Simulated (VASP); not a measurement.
# CuAu (R-3m) in VASP: notebook

The runs below take CuAu through single point, with r2SCAN, PBE.

Everything below comes from runs of VASP 6.6.1. Logs are shortened: lines on timing, memory, paths and dates and some standing lists are left out, and cuts for length are marked.

### Step 1. The cell of the first run

Symmetry: R-3m, No. 166, trigonal system. Conventional cell: a = 2.886 Å, b = 2.886 Å, c = 12.769 Å, α = 90.00°, β = 90.00°, γ = 120.00°. Within 3.6 Å of Au (site symmetry -3m) lie 6 Cu at 2.70 Å and 6 Au at 2.89 Å. Cu (site symmetry -3m) has 6 Au at 2.70 Å and 6 Cu at 2.89 Å within 3.6 Å.

### Step 2. Single point, r2SCAN

POSCAR reads:

```
CuAu
1.0
    1.4430568479      0.8331492596      4.2561707609
   -1.4430568479      0.8331492596      4.2561707609
    0.0000000000     -1.6662985192      4.2561707609
Au Cu
1 1
Direct
    0.0000000000      0.0000000000      0.0000000000
    0.5000000000      0.5000000000      0.5000000000
```

INCAR.step1 reads:

```
SYSTEM = CuAu
  PREC = Accurate
  ENCUT = 520
  ISMEAR = -1
  SIGMA = 0.05
  LREAL = .FALSE.
  LASPH = .TRUE.
  NELM = 60
  NBANDS = 18
  GGA = PE
  ALGO = Normal
  EDIFF = 1E-4
  LWAVE = .TRUE.
  LCHARG = .FALSE.
```

INCAR.step2 reads:

```
SYSTEM = CuAu
  PREC = Accurate
  ENCUT = 520
  EDIFF = 1E-7
  ISMEAR = -1
  SIGMA = 0.05
  LREAL = .FALSE.
  LASPH = .TRUE.
  NELM = 60
  ALGO = Normal
  ISIF = 2
  LWAVE = .FALSE.
  LCHARG = .FALSE.
  METAGGA = R2SCAN
  LMIXTAU = .TRUE.
  NBANDS = 18
  ISTART = 1
```

KPOINTS reads:

```
Automatic mesh
0
G
  11 11 11
  0 0 0
```

Potentials or basis: VASP PAW PBE potentials, release 64 (Au, Cu).

Command:

```
$ cat potpaw_PBE.64/Au/POTCAR potpaw_PBE.64/Cu/POTCAR > POTCAR
$ cp INCAR.step1 INCAR
$ mpirun -np 1 vasp_std > vasp.out
$ cp INCAR.step2 INCAR
$ mpirun -np 1 vasp_std > vasp.out
```

OUTCAR:

```text
SYSTEM = CuAu
   PREC = Accurate
   ENCUT = 520
   EDIFF = 1E-7
   ISMEAR = -1
   LREAL = .FALSE.
   LASPH = .TRUE.
   NELM = 60
   ISIF = 2
   METAGGA = R2SCAN
   ISTART = 1

 ion  position               nearest neighbor table
   1  0.000  0.000  0.000-   2 2.70   2 2.70   2 2.70   2 2.70   2 2.70   2 2.70
   2  0.500  0.500  0.500-   1 2.70   1 2.70   1 2.70   1 2.70   1 2.70   1 2.70

  LATTYP: Found a trigonal (rhomboedric) cell.
 ALAT       =     4.5707264522
 COS(alpha) =     0.8006453295

  Lattice vectors:

 A1 = (   1.4430568479,   0.8331492596,   4.2561707609)
 A2 = (  -1.4430568479,   0.8331492596,   4.2561707609)
 A3 = (   0.0000000000,  -1.6662985192,   4.2561707609)

Analysis of symmetry for initial positions (statically):
=====================================================================
 Subroutine PRICEL returns:
 Original cell was already a primitive cell.

 Routine SETGRP: Setting up the symmetry group for a
 trigonal (rhombohedral) supercell.

 Subroutine GETGRP returns: Found 12 space group operations
 (whereof 12 operations were pure point group operations)
 out of a pool of 12 trial point group operations.

The static configuration has the point symmetry D_3d.

Analysis of symmetry for dynamics (positions and initial velocities):
=====================================================================
 Subroutine PRICEL returns:
 Original cell was already a primitive cell.

 Routine SETGRP: Setting up the symmetry group for a
 trigonal (rhombohedral) supercell.

 Subroutine GETGRP returns: Found 12 space group operations
 (whereof 12 operations were pure point group operations)
 out of a pool of 12 trial point group operations.

The dynamic configuration has the point symmetry D_3d.

 Subroutine INISYM returns: Found 12 space group operations
 (whereof 12 operations are pure point group operations),
 and found     1 'primitive' translations

----------------------------------------------------------------------------------------

                                     Primitive cell

  volume of cell :      30.7027

  direct lattice vectors                    reciprocal lattice vectors
     1.443056848  0.833149260  4.256170761     0.346486696  0.200044187  0.078317660
    -1.443056848  0.833149260  4.256170761    -0.346486696  0.200044187  0.078317660
     0.000000000 -1.666298519  4.256170761     0.000000000 -0.400088375  0.078317660

  length of vectors
     4.570726452  4.570726452  4.570726452     0.407681694  0.407681694  0.407681694

  position of ions in fractional coordinates (direct lattice)
     0.000000000  0.000000000  0.000000000
     0.500000000  0.500000000  0.500000000

  ion indices of the primitive-cell ions
   primitive index   ion index
                 1           1
                 2           2

----------------------------------------------------------------------------------------

 KPOINTS: Automatic mesh

Automatic generation of k-mesh.
 Grid dimensions read from file:
 generate k-points for:   11   11   11

 Generating k-lattice:

  Cartesian coordinates                     Fractional coordinates (reciprocal lattice)
     0.031498791  0.018185835  0.007119787     0.090909091  0.000000000  0.000000000
    -0.031498791  0.018185835  0.007119787     0.000000000  0.090909091  0.000000000
     0.000000000 -0.036371670  0.007119787     0.000000000  0.000000000  0.090909091

  Length of vectors
     0.037061972  0.037061972  0.037061972

  Shift w.r.t. Gamma in fractional coordinates (k-lattice)
     0.000000000  0.000000000  0.000000000

 Subroutine IBZKPT returns following result:
 ===========================================

 Found    146 irreducible k-points:

 Following reciprocal coordinates:
            Coordinates               Weight
  0.000000  0.000000  0.000000      1.000000
  0.090909  0.000000  0.000000      6.000000
  0.181818 -0.000000  0.000000      6.000000
  0.272727 -0.000000  0.000000      6.000000
  0.363636  0.000000  0.000000      6.000000
  0.454545  0.000000  0.000000      6.000000
[... 42 lines left out ...]
  ext. energy  EPLUGINS =         0.00000000
  ---------------------------------------------------
  free energy    TOTEN  =       -61.36523103 eV

  energy without entropy =      -61.35769104  energy(sigma->0) =      -61.36146103

 E-fermi :   7.9333     XC(G=0): -13.2199

 val. band max:        7.9291240737   @ k =   0.0000   0.0000   0.0000
 cond. band min:       7.9544258099   @ k =   0.4545   0.2727   0.1818
 fundamental gap:      0.0253017362
 Fermi energy:         7.9332786369

 k-point     1 :       0.0000    0.0000    0.0000
  band No.  band energies     occupation
      1      -1.7779      2.00000
      2       1.2171      2.00000
      3       2.9083      2.00000
      4       2.9083      2.00000
      5       3.9293      2.00000
      6       3.9293      2.00000
[... 10 lines left out ...]
     17      26.0240      0.00000
     18      28.7709      0.00000

 k-point     2 :       0.0909    0.0000    0.0000
  band No.  band energies     occupation
      1      -1.5140      2.00000
      2       1.3647      2.00000
      3       2.8104      2.00000
      4       3.0699      2.00000
      5       3.7249      2.00000
      6       3.9347      2.00000
[... 10 lines left out ...]
     17      25.5520      0.00000
     18      27.2273      0.00000

 k-point     3 :       0.1818   -0.0000    0.0000
  band No.  band energies     occupation
      1      -0.7680      2.00000
      2       1.7235      2.00000
      3       2.6436      2.00000
      4       3.2142      2.00000
      5       3.5131      2.00000
      6       3.9592      2.00000
[... 10 lines left out ...]
     17      24.4749      0.00000
     18      25.7473      0.00000

 k-point     4 :       0.2727   -0.0000    0.0000
  band No.  band energies     occupation
      1       0.2558      2.00000
      2       1.8835      2.00000
      3       2.6773      2.00000
      4       2.9437      2.00000
      5       3.8722      2.00000
      6       4.2679      2.00000
[... 375 lines left out ...]
      4       3.0822      2.00000
      5       3.5860      2.00000
      6       4.7586      2.00000
[... 10 lines left out ...]
     17      18.6484      0.00000
     18      24.4360      0.00000

 k-point    23 :      -0.2727    0.1818    0.0000
  band No.  band energies     occupation
      1       1.6143      2.00000
      2       2.1790      2.00000
      3       2.2839      2.00000
      4       2.9944      2.00000
      5       3.3280      2.00000
      6       4.8291      2.00000
[... 10 lines left out ...]
     17      19.2515      0.00000
     18      27.0105      0.00000

 k-point    24 :      -0.1818    0.1818    0.0000
  band No.  band energies     occupation
      1       0.8167      2.00000
      2       2.2164      2.00000
      3       2.4788      2.00000
      4       2.4872      2.00000
      5       3.5340      2.00000
      6       4.8338      2.00000
[... 10 lines left out ...]
     17      20.8623      0.00000
     18      28.1313      0.00000

 [... further k-points ...]

------------------------ aborting loop because EDIFF is reached ----------------------------------------

  FORCE on cell =-STRESS in cart. coord.  units (eV):
  Direction    XX          YY          ZZ          XY          YZ          ZX
  --------------------------------------------------------------------------------------
  -------------------------------------------------------------------------------------
  Total       -0.8744783     -0.8744783     -0.7675672     -0.0000000      0.0000000      0.0000000
  in kB      -45.6334255    -45.6334255    -40.0544172     -0.0000000      0.0000000      0.0000000
  external PRESSURE =     -43.7737561 kB  Pullay stress =       0.0000000 kB

 VOLUME and BASIS-vectors are now :
 -----------------------------------------------------------------------------
  energy-cutoff  :      520.00
  volume of cell :       30.70
      direct lattice vectors                 reciprocal lattice vectors
     1.443056848  0.833149260  4.256170761     0.346486696  0.200044187  0.078317660
    -1.443056848  0.833149260  4.256170761    -0.346486696  0.200044187  0.078317660
     0.000000000 -1.666298519  4.256170761     0.000000000 -0.400088375  0.078317660

 POSITION                                       TOTAL-FORCE (eV/Angst)
 -----------------------------------------------------------------------------------
      0.00000      0.00000      0.00000         0.000000     -0.000000      0.000000
      0.00000      0.00000      6.38426         0.000000      0.000000     -0.000000
 -----------------------------------------------------------------------------------
    total drift:                                0.000000     -0.000000      0.000000

  FREE ENERGIE OF THE ION-ELECTRON SYSTEM (eV)
  ---------------------------------------------------
  free  energy   TOTEN  =       -61.3652310264 eV

  energy  without entropy=      -61.3576910405  energy(sigma->0) =      -61.36146103
```

Run time: 11 min. Hardware: 1 thread of Intel Xeon Platinum 8488C (Sapphire Rapids), shared host; peak memory 0.28 GiB.

What came out:

```
Free energy            : -61.3652 eV
Pressure               : -4.4 GPa
Band gap on the k mesh : zero (band 11 reaches 10.09 eV, above the bottom of band 12 at 5.67 eV)
```

Caveat: the PAW data sets were made with another functional, which shifts forces and pressure a little; spin-orbit coupling is left out, which moves the levels of the heavy elements.

### Step 3. Single point, r2SCAN

This run uses another cell than the first one, of 15.66 Å³/atom, 1.020 times its volume.

POSCAR reads:

```
CuAu
1.0
    1.4526137943      0.8386669652      4.2843581437
   -1.4526137943      0.8386669652      4.2843581437
    0.0000000000     -1.6773339303      4.2843581437
Au Cu
1 1
Direct
    0.0000000000      0.0000000000      0.0000000000
    0.5000000000      0.5000000000      0.5000000000
```

INCAR.step1 reads:

```
SYSTEM = CuAu
PREC = Accurate ; ENCUT = 520
ISMEAR = -1 ; SIGMA = 0.05
LREAL = .False. ; LASPH = .True.
NELM = 100 ; NBANDS = 18
GGA = PE ; ALGO = Normal
EDIFF = 1E-4 ; LWAVE = .True.
LCHARG = .False.
```

INCAR.step2 reads:

```
SYSTEM = CuAu
PREC = Accurate ; ENCUT = 520
EDIFF = 1E-6 ; ISMEAR = -1
SIGMA = 0.05 ; LREAL = .False.
LASPH = .True. ; NELM = 100
ALGO = Normal ; ISIF = 2
LWAVE = .False. ; LCHARG = .False.
METAGGA = R2SCAN ; LMIXTAU = .True.
NBANDS = 18 ; ISTART = 1
```

KPOINTS reads:

```
regular mesh
0
Gamma
  11 11 11
  0 0 0
```

Potentials or basis: VASP PAW PBE potentials, release 64 (Au, Cu).

Command:

```
$ cat potpaw_PBE.64/Au/POTCAR potpaw_PBE.64/Cu/POTCAR > POTCAR
$ cp INCAR.step1 INCAR
$ mpirun -np 1 vasp_std > vasp.out
$ cp INCAR.step2 INCAR
$ mpirun -np 1 vasp_std > vasp.out
```

Run time: 8.2 min. Hardware: 1 thread of Intel Xeon Platinum 8488C (Sapphire Rapids), shared host; peak memory 0.27 GiB.

The run converged. Its results:

```
Free energy            : -61.3441 eV
Pressure               : -6.9 GPa
Band gap on the k mesh : zero (band 11 reaches 9.81 eV, above the bottom of band 12 at 5.44 eV)
```

Stress tensor (GPa, compression positive):
```
-6.98  0.00  0.00
 0.00 -6.98  0.00
 0.00  0.00 -6.82
```

Levels at points of the mesh, in eV from the Fermi level:
```
           k point  band 9  band 10  band 11  band 12  band 13  band 14
(0.00, 0.00, 0.00)   -2.31    -1.68    -1.68     0.06     4.68    15.34
```

Caveat: the PAW data sets were made with another functional, which shifts forces and pressure a little; spin-orbit coupling is left out, which moves the levels of the heavy elements.

### Step 4. Single point, r2SCAN

This run uses another cell than the first one, of 15.97 Å³/atom, 1.040 times its volume.

POSCAR reads:

```
CuAu
1.0
    1.4620466157      0.8441130071      4.3121794307
   -1.4620466157      0.8441130071      4.3121794307
    0.0000000000     -1.6882260143      4.3121794307
Au Cu
1 1
Direct
    0.0000000000      0.0000000000      0.0000000000
    0.5000000000      0.5000000000      0.5000000000
```

INCAR.step1 reads:

```
SYSTEM = CuAu
ALGO     = Normal         ! electronic algorithm
EDIFF    = 1E-4           ! SCF threshold, eV
ENCUT    = 520            ! plane-wave cutoff, eV
GGA      = PE             ! functional
ISMEAR   = -1             ! smearing method
LASPH    = .True.         ! aspherical terms in the spheres
LCHARG   = .False.        ! write CHGCAR
LREAL    = .False.        ! projectors in reciprocal space
LWAVE    = .True.         ! write WAVECAR
NBANDS   = 18             ! bands
NELM     = 80             ! most SCF steps
PREC     = Accurate       ! precision mode
SIGMA    = 0.05           ! smearing width, eV
```

INCAR.step2 reads:

```
SYSTEM = CuAu
ALGO     = Normal         ! electronic algorithm
EDIFF    = 1E-6           ! SCF threshold, eV
ENCUT    = 520            ! plane-wave cutoff, eV
ISIF     = 2              ! what is computed and relaxed
ISMEAR   = -1             ! smearing method
ISTART   = 1            
LASPH    = .True.         ! aspherical terms in the spheres
LCHARG   = .False.        ! write CHGCAR
LMIXTAU  = .True.       
LREAL    = .False.        ! projectors in reciprocal space
LWAVE    = .False.        ! write WAVECAR
METAGGA  = R2SCAN         ! meta-GGA
NBANDS   = 18             ! bands
NELM     = 80             ! most SCF steps
PREC     = Accurate       ! precision mode
SIGMA    = 0.05           ! smearing width, eV
```

KPOINTS reads:

```
k-points
0
Gamma
  11 11 11
  0 0 0
```

Command:

```
$ cat potpaw_PBE.64/Au/POTCAR potpaw_PBE.64/Cu/POTCAR > POTCAR
$ cp INCAR.step1 INCAR
$ mpirun -np 1 vasp_std > vasp.out
$ cp INCAR.step2 INCAR
$ mpirun -np 1 vasp_std > vasp.out
```

It took 8.4 min on 1 thread of Intel Xeon Platinum 8488C (Sapphire Rapids), shared host; peak memory 0.27 GiB.

It converged, with:

```
Free energy            : -61.3145 eV
Pressure               : -9.0 GPa
Band gap on the k mesh : zero (band 11 reaches 9.55 eV, above the bottom of band 12 at 5.22 eV)
```

Stress tensor (GPa, compression positive):
```
-8.93  0.00  0.00
 0.00 -8.93  0.00
 0.00  0.00 -9.12
```

Levels at points of the mesh, in eV from the Fermi level:
```tsv
k point	band 8	band 9	band 10	band 11	band 12	band 13	band 14	band 15
(0.00, 0.00, 0.00)	-2.27	-2.27	-1.66	-1.66	0.13	4.57	15.33	16.36
```

Caveat: the PAW data sets were made with another functional, which shifts forces and pressure a little; spin-orbit coupling is left out, which moves the levels of the heavy elements.

### Step 5. Single point, r2SCAN

This run uses another cell than the first one, of 16.27 Å³/atom, 1.060 times its volume.

POSCAR reads:

```
CuAu
1.0
    1.4713592656      0.8494896681      4.3396462822
   -1.4713592656      0.8494896681      4.3396462822
    0.0000000000     -1.6989793362      4.3396462822
Au Cu
1 1
Direct
    0.0000000000      0.0000000000      0.0000000000
    0.5000000000      0.5000000000      0.5000000000
```

INCAR.step1 reads:

```
PREC = Accurate ; ENCUT = 520
ISMEAR = -1 ; SIGMA = 0.05
LREAL = F ; LASPH = T
NELM = 60 ; NBANDS = 18
GGA = PE ; ALGO = Normal
EDIFF = 1E-4 ; LWAVE = T
LCHARG = F
```

INCAR.step2 reads:

```
PREC = Accurate ; ENCUT = 520
EDIFF = 1E-6 ; ISMEAR = -1
SIGMA = 0.05 ; LREAL = F
LASPH = T ; NELM = 60
ALGO = Normal ; ISIF = 2
LWAVE = F ; LCHARG = F
METAGGA = R2SCAN ; LMIXTAU = T
NBANDS = 18 ; ISTART = 1
```

KPOINTS reads:

```
regular mesh
0
Gamma
  11 11 11
```

Command:

```
$ cat potpaw_PBE.64/Au/POTCAR potpaw_PBE.64/Cu/POTCAR > POTCAR
$ cp INCAR.step1 INCAR
$ mpirun -np 1 vasp_std > vasp.out
$ cp INCAR.step2 INCAR
$ mpirun -np 1 vasp_std > vasp.out
```

Run time: 9.8 min. Hardware: 1 thread of Intel Xeon Platinum 8488C (Sapphire Rapids), shared host; peak memory 0.27 GiB.

The run converged. Its results:

- Free energy: -61.2774 eV
- Pressure: -10.8 GPa
- Band gap on the k mesh: zero (band 11 reaches 9.30 eV, above the bottom of band 12 at 5.01 eV)

Stress tensor (GPa, compression positive):
```
-10.61   0.00   0.00
  0.00 -10.61   0.00
  0.00   0.00 -11.09
```

Levels at points of the mesh, in eV from the Fermi level:
| k point | band 8 | band 9 | band 10 | band 11 | band 12 | band 13 | band 14 | band 15 |
| --- | --- | --- | --- | --- | --- | --- | --- | --- |
| (0.00, 0.00, 0.00) | -2.22 | -2.22 | -1.63 | -1.63 | 0.19 | 4.46 | 15.32 | 16.18 |

Caveat: the PAW data sets were made with another functional, which shifts forces and pressure a little; spin-orbit coupling is left out, which moves the levels of the heavy elements.

### Step 6. Single point, PBE

INCAR reads:

```
SYSTEM = CuAu
PREC     = Accurate       ! precision mode
ENCUT    = 520            ! plane-wave cutoff, eV
EDIFF    = 1E-6           ! SCF threshold, eV
ISMEAR   = -1             ! smearing method
SIGMA    = 0.05           ! smearing width, eV
LREAL    = .False.        ! projectors in reciprocal space
LASPH    = .True.         ! aspherical terms in the spheres
NELM     = 80             ! most SCF steps
ALGO     = Fast           ! electronic algorithm
ISIF     = 2              ! what is computed and relaxed
LWAVE    = .False.        ! write WAVECAR
LCHARG   = .False.        ! write CHGCAR
GGA      = PE             ! functional
NBANDS   = 18             ! bands
```

KPOINTS reads:

```
Automatic mesh
0
Gamma
  11 11 11
  0 0 0
```

POSCAR reads:

```
CuAu
1.0
    1.4430568479      0.8331492596      4.2561707609
   -1.4430568479      0.8331492596      4.2561707609
    0.0000000000     -1.6662985192      4.2561707609
Au Cu
1 1
Direct
    0.0000000000      0.0000000000      0.0000000000
    0.5000000000      0.5000000000      0.5000000000
```

Potentials or basis: VASP PAW PBE potentials, release 64 (Au, Cu).

Command:

```
$ cat potpaw_PBE.64/Au/POTCAR potpaw_PBE.64/Cu/POTCAR > POTCAR
$ mpirun -np 1 vasp_std > vasp.out
```

It used 560 s of CPU time on 1 thread of AMD EPYC 7R13 Processor (Zen 3), with other jobs on the host.

It converged, with:

```yaml
Free_energy: -6.9217 eV
Pressure: -1.2 GPa
Band_gap_on_the_k_mesh: zero (band 11 reaches 10.10 eV, above the bottom of band 12 at 5.92 eV)
```

Stress tensor (GPa, compression positive):
```
-1.79  0.00  0.00
 0.00 -1.79  0.00
 0.00  0.00  0.11
```

Levels at points of the mesh, in eV from the Fermi level:
```
           k point  band 8  band 9  band 10  band 11  band 12  band 13  band 14  band 15
(0.00, 0.00, 0.00)   -2.21   -2.21    -1.58    -1.58    -0.08     4.57    14.54    15.97
```

Caveat: spin-orbit coupling is left out, which moves the levels of the heavy elements.

### Step 7. The runs side by side

```csv
level,cell,gap on the mesh (eV),pressure (GPa)
r2SCAN,"a = 4.571 Å, angles 36.8°, 2 atoms",none,-4.4
r2SCAN,"a = 4.601 Å, angles 36.8°, 2 atoms",none,-6.9
r2SCAN,"a = 4.631 Å, angles 36.8°, 2 atoms",none,-9.0
r2SCAN,"a = 4.660 Å, angles 36.8°, 2 atoms",none,-10.8
PBE,"a = 4.571 Å, angles 36.8°, 2 atoms",none,-1.2
```

Alike in all rows: task single point; potentials or basis VASP PAW PBE potentials, release 64 (Au, Cu); no spin polarisation; k mesh 11 × 11 × 11; cutoff (eV) 520; smearing fermi-dirac 0.05 eV.

Caveats: spin-orbit coupling is left out, which moves the levels of the heavy elements; the PAW data sets were made with another functional, which shifts forces and pressure a little (some runs).

Total energies depend on the potentials used, so only differences within one code and one set of settings carry meaning.
